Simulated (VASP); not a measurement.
# InSe (R3m) in VASP: relaxation of shape and atoms at fixed volume with PBE

Aim: the relaxation of shape and atoms at fixed volume of InSe with PBE.

Everything below comes from runs of VASP 6.6.1. Logs are shortened: lines on timing, memory, paths and dates and some standing lists are left out, and cuts for length are marked.

### Step 1. The cell of the first run

Symmetry: R3m, No. 160, trigonal system. The conventional cell has a = 4.000 Å, b = 4.000 Å, c = 24.950 Å, α = 90.00°, β = 90.00°, γ = 120.00°. In (site symmetry 3m) has 3 Se at 2.64 Å and 1 In at 2.80 Å within 3.5 Å. In (site symmetry 3m) has 3 Se at 2.64 Å and 1 In at 2.80 Å within 3.5 Å. Within 3.5 Å of Se (site symmetry 3m) lie 3 In at 2.64 Å. Within 3.5 Å of Se (site symmetry 3m) lie 3 In at 2.64 Å.

### Step 2. Relaxation of shape and atoms at fixed volume, PBE

INCAR

```
  PREC = Accurate
  ENCUT = 600
  EDIFF = 1E-6
  ISMEAR = 0
  SIGMA = 0.05
  LREAL = False
  LASPH = True
  NELM = 100
  ALGO = Normal
  ISIF = 4
  LWAVE = False
  LCHARG = False
  GGA = PE
  IBRION = 2
  NSW = 60
  EDIFFG = -0.02
```

KPOINTS

```
Automatic mesh
0
Gamma
  10 10 10
```

POSCAR

```
InSe
1.0
    1.9999995368      1.1547002710      8.3166695281
   -1.9999995368      1.1547002710      8.3166695281
    0.0000000000     -2.3094005419      8.3166695281
In Se
2 2
Direct
    0.0000000000      0.0000000000      0.0000000000
    0.1122000000      0.1122000000      0.1122000000
    0.6155000000      0.6155000000      0.6155000000
    0.8300000000      0.8300000000      0.8300000000
```

Potentials or basis: VASP PAW PBE potentials, release 64 (In_d, Se).

Launch:

```bash
> cat potpaw_PBE.64/In_d/POTCAR potpaw_PBE.64/Se/POTCAR > POTCAR
> mpirun -np 1 vasp_std > vasp.out
```

OUTCAR:

```text
PREC = Accurate
   ENCUT = 600
   EDIFF = 1E-6
   ISMEAR = 0
   LREAL = False
   LASPH = True
   NELM = 100
   ISIF = 4
   GGA = PE
   IBRION = 2
   NSW = 60
   EDIFFG = -0.02

 ion  position               nearest neighbor table
   1  0.000  0.000  0.000-   3 2.64   3 2.64   3 2.64   2 2.80
   2  0.112  0.112  0.112-   4 2.64   4 2.64   4 2.64   1 2.80
   3  0.615  0.615  0.615-   1 2.64   1 2.64   1 2.64
   4  0.830  0.830  0.830-   2 2.64   2 2.64   2 2.64

  LATTYP: Found a trigonal (rhomboedric) cell.
 ALAT       =     8.6313569560
 COS(alpha) =     0.8926179648

  Lattice vectors:

 A1 = (   1.9999995368,   1.1547002710,   8.3166695281)
 A2 = (  -1.9999995368,   1.1547002710,   8.3166695281)
 A3 = (   0.0000000000,  -2.3094005419,   8.3166695281)

Analysis of symmetry for initial positions (statically):
=====================================================================
 Subroutine PRICEL returns:
 Original cell was already a primitive cell.

 Routine SETGRP: Setting up the symmetry group for a
 trigonal (rhombohedral) supercell.

 Subroutine GETGRP returns: Found  6 space group operations
 (whereof  6 operations were pure point group operations)
 out of a pool of 12 trial point group operations.

The static configuration has the point symmetry C_3v.

Analysis of symmetry for dynamics (positions and initial velocities):
=====================================================================
 Subroutine PRICEL returns:
 Original cell was already a primitive cell.

 Routine SETGRP: Setting up the symmetry group for a
 trigonal (rhombohedral) supercell.

 Subroutine GETGRP returns: Found  6 space group operations
 (whereof  6 operations were pure point group operations)
 out of a pool of 12 trial point group operations.

The dynamic configuration has the point symmetry C_3v.

 Subroutine INISYM returns: Found  6 space group operations
 (whereof  6 operations are pure point group operations),
 and found     1 'primitive' translations

----------------------------------------------------------------------------------------

                                     Primitive cell

  volume of cell :     115.2391

  direct lattice vectors                    reciprocal lattice vectors
     1.999999537  1.154700271  8.316669528     0.250000058  0.144337601  0.040080147
    -1.999999537  1.154700271  8.316669528    -0.250000058  0.144337601  0.040080147
     0.000000000 -2.309400542  8.316669528     0.000000000 -0.288675201  0.040080147

  length of vectors
     8.631356956  8.631356956  8.631356956     0.291444317  0.291444317  0.291444317

  position of ions in fractional coordinates (direct lattice)
     0.000000000  0.000000000  0.000000000
     0.112200000  0.112200000  0.112200000
     0.615500000  0.615500000  0.615500000
     0.830000000  0.830000000  0.830000000

  ion indices of the primitive-cell ions
   primitive index   ion index
                 1           1
                 2           2
                 3           3
                 4           4

----------------------------------------------------------------------------------------

 KPOINTS: Automatic mesh

Automatic generation of k-mesh.
 Grid dimensions read from file:
 generate k-points for:   10   10   10

 Generating k-lattice:

  Cartesian coordinates                     Fractional coordinates (reciprocal lattice)
     0.025000006  0.014433760  0.004008015     0.100000000  0.000000000  0.000000000
    -0.025000006  0.014433760  0.004008015     0.000000000  0.100000000  0.000000000
     0.000000000 -0.028867520  0.004008015     0.000000000  0.000000000  0.100000000

  Length of vectors
     0.029144432  0.029144432  0.029144432

  Shift w.r.t. Gamma in fractional coordinates (k-lattice)
     0.000000000  0.000000000  0.000000000

 Subroutine IBZKPT returns following result:
 ===========================================

 Found    116 irreducible k-points:

 Following reciprocal coordinates:
            Coordinates               Weight
  0.000000  0.000000  0.000000      1.000000
  0.100000 -0.000000 -0.000000      6.000000
  0.200000 -0.000000 -0.000000      6.000000
  0.300000  0.000000  0.000000      6.000000
  0.400000  0.000000  0.000000      6.000000
  0.500000  0.000000  0.000000      3.000000
[... 16 lines left out ...]
  0.300000  0.300000  0.000000      6.000000
  0.400000  0.300000  0.000000     12.000000
 [... further k-points ...]
   k-points           NKPTS =    116   k-points in BZ     NKDIM =    116   number of bands    NBANDS=     23
   number of dos      NEDOS =    301   number of ions     NIONS =      4
   total plane-waves  NPLWV = 343000
   dimension x,y,z NGX =    70 NGY =   70 NGZ =   70
   dimension x,y,z NGXF=   140 NGYF=  140 NGZF=  140
   ions per type =               2   2
   NGX,Y,Z   is equivalent  to a cutoff of  13.48, 13.48, 13.48 a.u.
   NGXF,Y,Z  is equivalent  to a cutoff of  26.96, 26.96, 26.96 a.u.
 SYSTEM =  unknown system
   PREC   = accura    normal or accurate (medium, high low for compatibility)
   ISTART =      0    job   : 0-new  1-cont  2-samecut
   ICHARG =      2    charge: 1-file 2-atom 10-const
   ISPIN  =      1    spin polarized calculation?
   LNONCOLLINEAR =      F non collinear calculations
   LSORBIT =      F    spin-orbit coupling
   LASPH  =      T    aspherical Exc in radial PAW
   ENCUT  =  600.0 eV  44.10 Ry    6.64 a.u.  17.24 17.24 17.24*2*pi/ulx,y,z
   NELM   =    100;   NELMIN=  2; NELMDL= -5     # of ELM steps
   EDIFF  = 0.1E-05   stopping-criterion for ELM
   LREAL  =      F    real-space projection
   EDIFFG = -.2E-01   stopping-criterion for IOM
   NSW    =     60    number of steps for IOM
   IBRION =      2    ionic relax: 0-MD 1-quasi-New 2-CG
   NFREE  =      1    steps in history (QN), initial steepest desc. (CG)
   ISIF   =      4    stress and relaxation
   ISYM   =      2    0-nonsym 1-usesym 2-fastsym
   POTIM  = 0.5000    time-step for ionic-motion
   TEBEG  =    0.0;   TEEND  =   0.0 temperature during run
   PSTRESS=    0.0 pullay stress
   NELECT =      38.0000    total number of electrons
   NUPDOWN=      -1.0000    fix difference up-down
   EMIN   =  10.00;   EMAX   =-10.00  energy-range for DOS
   EFERMI =   0.00;   METHOD = LEGACY
   ISMEAR =     0;   SIGMA  =   0.05  broadening in eV -4-tet -1-fermi 0-gaus
   EFERMI_NEDOS =   21; number of points for ismear=-14 and -15
   IALGO  =     38    algorithm
   IMIX   =      4    mixing-type and parameters
     AMIX     =   0.40;   BMIX     =  1.00
     AMIX_MAG =   1.60;   BMIX_MAG =  1.00
  volume/ion in A,a.u.               =      28.81       194.42
  Fermi-wavevector in a.u.,A,eV,Ry     =   1.131018  2.137314 17.404587  1.279201
  Thomas-Fermi vector in A             =   2.267716
   LORBIT       =      0    0 simple, 1 ext, 2 COOP (PROOUT), +10 PAW based schemes
   GGA     = PE    functional components
   LHFCALC =     F    Hartree Fock is set to
   AEXX    =    0.0000 exact exchange contribution
   IVDW    =     0    specifies the selected vdW correction
   LEPSILON=     F    determine dielectric tensor
   LRPA    =     F    only Hartree local field effects (RPA)
 conjugate gradient relaxation of ions
 non-spin polarized calculation
 Gauss-broadening in eV      SIGMA  =   0.05
  energy-cutoff  :      600.00
  volume of cell :      115.24
 maximum number of plane-waves:      3872
 NGX is ok and might be reduce to    70
   NGX = 35   NGY = 35   NGZ = 35

--------------------------------------- Ionic step        1  -------------------------------------------

 number of electron      38.0000005 magnetization

 Free energy of the ion-electron system (eV)
  ---------------------------------------------------
  ext. energy  EPLUGINS =         0.00000000
  ---------------------------------------------------
  free energy    TOTEN  =       -14.12380052 eV

  energy without entropy =      -14.12380052  energy(sigma->0) =      -14.12380052

------------------------ aborting loop because EDIFF is reached ----------------------------------------

  FORCE on cell =-STRESS in cart. coord.  units (eV):
  Direction    XX          YY          ZZ          XY          YZ          ZX
  --------------------------------------------------------------------------------------
  -------------------------------------------------------------------------------------
  Total        2.2861030      2.2861030      1.7981296      0.0000000      0.0000000      0.0000000
  in kB       31.7838515     31.7838515     24.9995222      0.0000000      0.0000000      0.0000000
  external PRESSURE =      29.5224084 kB  Pullay stress =       0.0000000 kB

 VOLUME and BASIS-vectors are now :
 -----------------------------------------------------------------------------
  energy-cutoff  :      600.00
  volume of cell :      115.24
      direct lattice vectors                 reciprocal lattice vectors
     1.999999537  1.154700271  8.316669528     0.250000058  0.144337601  0.040080147
    -1.999999537  1.154700271  8.316669528    -0.250000058  0.144337601  0.040080147
     0.000000000 -2.309400542  8.316669528     0.000000000 -0.288675201  0.040080147
[... 153 lines left out ...]
 POSITION                                       TOTAL-FORCE (eV/Angst)
 -----------------------------------------------------------------------------------
      0.00000      0.00000      0.00636         0.000000     -0.000000     -0.023936
      0.00000      0.00000      2.78712         0.000000      0.000000      0.022169
      0.00000      0.00000     15.30048         0.000000      0.000000      0.000558
      0.00000      0.00000     20.67926         0.000000      0.000000      0.001208
 -----------------------------------------------------------------------------------
    total drift:                                0.000000     -0.000000     -0.000719

  FREE ENERGIE OF THE ION-ELECTRON SYSTEM (eV)
  ---------------------------------------------------
  free  energy   TOTEN  =       -14.1293703017 eV

  energy  without entropy=      -14.1293703017  energy(sigma->0) =      -14.12937030

--------------------------------------- Ionic step        6  -------------------------------------------

 number of electron      38.0000005 magnetization

 Free energy of the ion-electron system (eV)
  ---------------------------------------------------
  ext. energy  EPLUGINS =         0.00000000
  ---------------------------------------------------
  free energy    TOTEN  =       -14.12968437 eV

  energy without entropy =      -14.12968437  energy(sigma->0) =      -14.12968437

 E-fermi :   4.4566     XC(G=0):  -8.9978

 val. band max:        4.2693305590   @ k =   0.5000   0.5000   0.5000
 cond. band min:       4.6508629601   @ k =   0.5000   0.5000   0.5000
 fundamental gap:      0.3815324011
 Fermi energy:         4.4566495966

 k-point     1 :       0.0000    0.0000    0.0000
  band No.  band energies     occupation
      1     -10.5736      2.00000
      2     -10.3824      2.00000
      3     -10.3824      2.00000
      4     -10.2956      2.00000
      5     -10.2956      2.00000
      6     -10.2887      2.00000
[... 15 lines left out ...]
     22       8.5954      0.00000
     23       8.5954      0.00000
[... 575 lines left out ...]
      1     -10.6540      2.00000
      2     -10.5462      2.00000
      3     -10.5168      2.00000
      4     -10.3843      2.00000
      5     -10.3073      2.00000
      6     -10.2386      2.00000
[... 15 lines left out ...]
     22       7.9839      0.00000
     23       8.4273      0.00000

 [... further k-points ...]

------------------------ aborting loop because EDIFF is reached ----------------------------------------

  FORCE on cell =-STRESS in cart. coord.  units (eV):
  Direction    XX          YY          ZZ          XY          YZ          ZX
  --------------------------------------------------------------------------------------
  -------------------------------------------------------------------------------------
  Total        1.8008927      1.8008927      1.6909003      0.0000000      0.0000000      0.0000000
  in kB       25.0379380     25.0379380     23.5087067      0.0000000      0.0000000      0.0000000
  external PRESSURE =      24.5281942 kB  Pullay stress =       0.0000000 kB

 VOLUME and BASIS-vectors are now :
 -----------------------------------------------------------------------------
  energy-cutoff  :      600.00
  volume of cell :      115.24
      direct lattice vectors                 reciprocal lattice vectors
     2.003967495  1.156991173  8.283767272     0.249505045  0.144051805  0.040239341
    -2.003967495  1.156991173  8.283767272    -0.249505045  0.144051805  0.040239341
     0.000000000 -2.313982345  8.283767272     0.000000000 -0.288103610  0.040239341

 POSITION                                       TOTAL-FORCE (eV/Angst)
 -----------------------------------------------------------------------------------
      0.00000      0.00000      0.00388         0.000000     -0.000000     -0.019967
      0.00000      0.00000      2.78508         0.000000      0.000000      0.018398
      0.00000      0.00000     15.27350         0.000000      0.000000      0.001805
      0.00000      0.00000     20.64841         0.000000     -0.000000     -0.000236
 -----------------------------------------------------------------------------------
    total drift:                               -0.000000     -0.000000     -0.000417

  FREE ENERGIE OF THE ION-ELECTRON SYSTEM (eV)
  ---------------------------------------------------
  free  energy   TOTEN  =       -14.1296843707 eV

  energy  without entropy=      -14.1296843707  energy(sigma->0) =      -14.12968437

 reached required accuracy - stopping structural energy minimisation
```

It took 2.1 h on 1 thread of Oxide Virtual Turin-like, shared host; peak memory 0.94 GiB.

What came out:

```yaml
Free_energy: -14.1297 eV
Energy_gained_by_relaxing: 1.5 meV/atom
Ionic_steps: 6
Pressure_after_relaxing: 2.5 GPa
Largest_force_after_relaxing: 0.020 eV/Å
Band_gap_on_the_k_mesh: 0.38 eV
```

Forces on the atoms (eV/Å):
```
In   0.000  0.000 -0.020
In   0.000  0.000  0.018
Se   0.000  0.000  0.002
Se   0.000  0.000  0.000
```

The path:
| step | energy change (eV) | largest force (eV/Å) | pressure (GPa) | volume (Å³) |
| --- | --- | --- | --- | --- |
| 1 | 0.0000 | 0.2335 | 2.95 | 115.24 |
| 2 | -0.0046 | 0.0668 | 2.66 | 115.24 |
| 3 | -0.0047 | 0.0631 | 2.68 | 115.24 |
| 4 | -0.0051 | 0.0454 | 2.63 | 115.24 |
| 5 | -0.0056 | 0.0239 | 2.48 | 115.24 |
| 6 | -0.0059 | 0.0200 | 2.45 | 115.24 |

Final structure:
```yaml
crystal:
  lattice:
    - [2.00397, 1.15699, 8.28377]
    - [-2.00397, 1.15699, 8.28377]
    - [0.00000, -2.31398, 8.28377]
  atoms:
    - { symbol: In, position: [0.00016, 0.00016, 0.00016] }
    - { symbol: In, position: [0.11207, 0.11207, 0.11207] }
    - { symbol: Se, position: [0.61460, 0.61460, 0.61460] }
    - { symbol: Se, position: [0.83088, 0.83088, 0.83088] }
```

Caveat: semilocal functionals underestimate gaps, and a narrow one can read as zero; spin-orbit coupling is left out, which moves the levels of the heavy elements. A k mesh can miss the band edges.
